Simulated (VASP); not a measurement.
Wanted: the native input for a VASP 6.6.1 run.

- Task: density of states
- Functional: LDA
- Potentials or basis: VASP PAW LDA potentials, release 64 (Ti_sv, O)
- Cutoff: 520 eV
- k mesh: 7 × 7 × 10
- Occupations: fermi-dirac, width 0.05 eV
- Spin: no spin polarisation
- Dipole correction: no
- k mesh for the DOS: 11 × 11 × 15
- Occupations for the DOS: tetrahedron
- Further INCAR settings: ALGO = Normal; EDIFF = 1e-07

TiO2:

```
Ti O
1.0
     4.59400    0.00000    0.00000
     0.00000    4.59400    0.00000
     0.00000    0.00000    2.95900
Ti O
2 4
Direct
  0.00000 0.00000 0.00000
  0.50000 0.50000 0.50000
  0.30600 0.30600 0.00000
  0.19400 0.80600 0.50000
  0.69400 0.69400 0.00000
  0.80600 0.19400 0.50000
```

These files were run (other wordings do the same):

POSCAR

```
TiO2
1.0
    4.5940000000      0.0000000000      0.0000000000
    0.0000000000      4.5940000000      0.0000000000
    0.0000000000      0.0000000000      2.9590000000
Ti O
2 4
Direct
    0.0000000000      0.0000000000      0.0000000000
    0.5000000000      0.5000000000      0.5000000000
    0.3060000000      0.3060000000      0.0000000000
    0.1940000000      0.8060000000      0.5000000000
    0.6940000000      0.6940000000      0.0000000000
    0.8060000000      0.1940000000      0.5000000000
```

INCAR.step1

```
SYSTEM = TiO2
PREC     = Accurate       ! precision mode
ENCUT    = 520            ! plane-wave cutoff, eV
EDIFF    = 1E-7           ! SCF threshold, eV
ISMEAR   = -1             ! smearing method
SIGMA    = 0.05           ! smearing width, eV
LREAL    = .False.        ! projectors in reciprocal space
LASPH    = .True.         ! aspherical terms in the spheres
NELM     = 80             ! most SCF steps
ALGO     = Normal         ! electronic algorithm
ISIF     = 2              ! what is computed and relaxed
LWAVE    = .False.        ! write WAVECAR
LCHARG   = .True.         ! write CHGCAR
LMAXMIX  = 4              ! l up to which the mixer works
NBANDS   = 33             ! bands
```

KPOINTS.step1

```
Automatic mesh
0
Gamma
  7 7 10
  0 0 0
```

INCAR.step2

```
SYSTEM = TiO2
PREC     = Accurate       ! precision mode
ENCUT    = 520            ! plane-wave cutoff, eV
EDIFF    = 1E-7           ! SCF threshold, eV
ISMEAR   = -5             ! smearing method
SIGMA    = 0.05           ! smearing width, eV
LREAL    = .False.        ! projectors in reciprocal space
LASPH    = .True.         ! aspherical terms in the spheres
NELM     = 80             ! most SCF steps
ALGO     = Normal         ! electronic algorithm
ISIF     = 2              ! what is computed and relaxed
LWAVE    = .False.        ! write WAVECAR
LCHARG   = .False.        ! write CHGCAR
LMAXMIX  = 4              ! l up to which the mixer works
LORBIT   = 11             ! projections on sites
NEDOS    = 2001           ! points of the DOS
ICHARG   = 11             ! starting density
```

KPOINTS.step2

```
Automatic mesh
0
Gamma
  11 11 15
  0 0 0
```

Potentials or basis: VASP PAW LDA potentials, release 64 (Ti_sv, O).

Command:

```console
$ cat potpaw_LDA.64/Ti_sv/POTCAR potpaw_LDA.64/O/POTCAR > POTCAR
$ cp INCAR.step1 INCAR
$ cp KPOINTS.step1 KPOINTS
$ mpirun -np 1 vasp_std > vasp.out
$ cp INCAR.step2 INCAR
$ cp KPOINTS.step2 KPOINTS
$ mpirun -np 1 vasp_std > vasp.out
```

It gave:

```json
{"Valence electrons inside the program's atomic spheres": "Ti 10.28; O 5.04"}
```

It used 580 s of CPU time on 1 thread of AMD EPYC 7R13 Processor (Zen 3), on a shared host.
